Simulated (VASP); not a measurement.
Here is a VASP 6.6.1 calculation.

File INCAR:

```
ALGO = Normal
EDIFF = 1E-6
EDIFFG = -0.03
ENCUT = 600
IBRION = 2
ISIF = 8
ISMEAR = -1
LASPH = True
LCHARG = False
LREAL = False
LWAVE = False
NELM = 60
NSW = 80
PREC = Accurate
SIGMA = 0.1
```

KPOINTS

```
k-points
0
Gamma
  9 9 5
```

The input POSCAR:

```
Zr
1.0
    3.2320000000      0.0000000000      0.0000000000
   -1.6160000000      2.7989940000      0.0000000000
    0.0000000000      0.0000000000      5.1470000000
Zr
2
Direct
    0.3333333333      0.6666666667      0.2500000000
    0.6666666667      0.3333333333      0.7500000000
```

Potentials or basis: VASP PAW LDA potentials, release 64 (Zr_sv).

The run is started by

```bash
$ cat potpaw_LDA.64/Zr_sv/POTCAR > POTCAR
$ mpirun -np 1 vasp_std > vasp.out
```

Estimate the relaxed volume.

21.86 Å³/atom.

Estimate the space group after relaxing (to 0.1 Å).

P6_3/mmc (No. 194).

Estimate the band gap on the k mesh.

zero (bands 12 and 13 overlap by 1.04 eV).

Predict the relaxed cell.

a = 3.165 Å, b = 3.165 Å, c = 5.040 Å, α = 90.00°, β = 90.00°, γ = 120.00°.

Stress tensor (GPa, compression positive):
```
-0.64  0.00  0.00
 0.00 -0.64  0.00
 0.00  0.00  1.06
```

LDA usually gives volumes a few per cent too small. Zero-point motion and thermal expansion aren't in these numbers.
